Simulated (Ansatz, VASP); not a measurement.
Mn: VASP beside Ansatz

```
Mn
1.0
     2.39484    0.00000    0.00000
    -1.19742    2.07399    0.00000
     0.00000    0.00000    3.88819
Mn
2
Direct
  0.33333 0.66667 0.25000
  0.66667 0.33333 0.75000
```

Alike in both runs: task single point; functional revPBE; k mesh 16 × 16 × 9; occupations fermi-dirac, width 0.05 eV; collinear spin.

```csv
,VASP,Ansatz
version,VASP 6.6.1,Ansatz 0.2.0
potentials or method,"VASP PAW PBE potentials, release 64 (Mn_pv), cutoff 520 eV","plane waves (420 eV) with PAW, scalar-relativistic"
valence electrons in the cell,26,30
```

|  | VASP | Ansatz | Ansatz less VASP |
| --- | --- | --- | --- |
| net moment per atom (μB) | 0.00 | 0.00 | 0.000 |

VASP's potentials were made for PBE, not for revPBE. VASP's potentials hold 26 valence electrons a cell and Ansatz's 30, so a difference there can come from the potentials and not from the codes. Ansatz's warnings: seeded moment not kept.
